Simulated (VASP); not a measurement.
A run of VASP 6.6.1 is set up as follows.

File INCAR:

```
PREC     = Accurate       # precision mode
ENCUT    = 520            # plane-wave cutoff, eV
EDIFF    = 1E-6           # SCF threshold, eV
ISMEAR   = 1              # smearing method
SIGMA    = 0.1            # smearing width, eV
LREAL    = F              # projectors in reciprocal space
LASPH    = T              # aspherical terms in the spheres
NELM     = 100            # most SCF steps
ALGO     = Normal         # electronic algorithm
ISIF     = 2              # what is computed and relaxed
LWAVE    = F              # write WAVECAR
LCHARG   = F              # write CHGCAR
GGA      = PS             # functional
NBANDS   = 13             # bands
```

File KPOINTS:

```
regular mesh
0
Gamma
  8 8 7
```

The input POSCAR:

```
Ge
1.0
    1.3971490000     -2.6005160000      0.0000000000
    1.3971490000      2.6005160000      0.0000000000
    0.0000000000      0.0000000000      2.6982310000
Ge
1
Direct
    0.5000000000      0.5000000000      0.0000000000
```

Potentials or basis: VASP PAW PBE potentials, release 64 (Ge_d).

Run with:

```bash
$ cat potpaw_PBE.64/Ge_d/POTCAR > POTCAR
$ mpirun -np 1 vasp_std > vasp.out
```

Predict the band gap on the k mesh.

zero (band 7 reaches 12.72 eV, above the bottom of band 8 at 4.11 eV).

Estimate the pressure.

-4.4 GPa.

Stress tensor (GPa, compression positive):
```
-2.89  0.00  0.00
 0.00 -6.67  0.00
 0.00  0.00 -3.53
```

Caveat: the PAW data sets were made with another functional, which shifts forces and pressure a little.
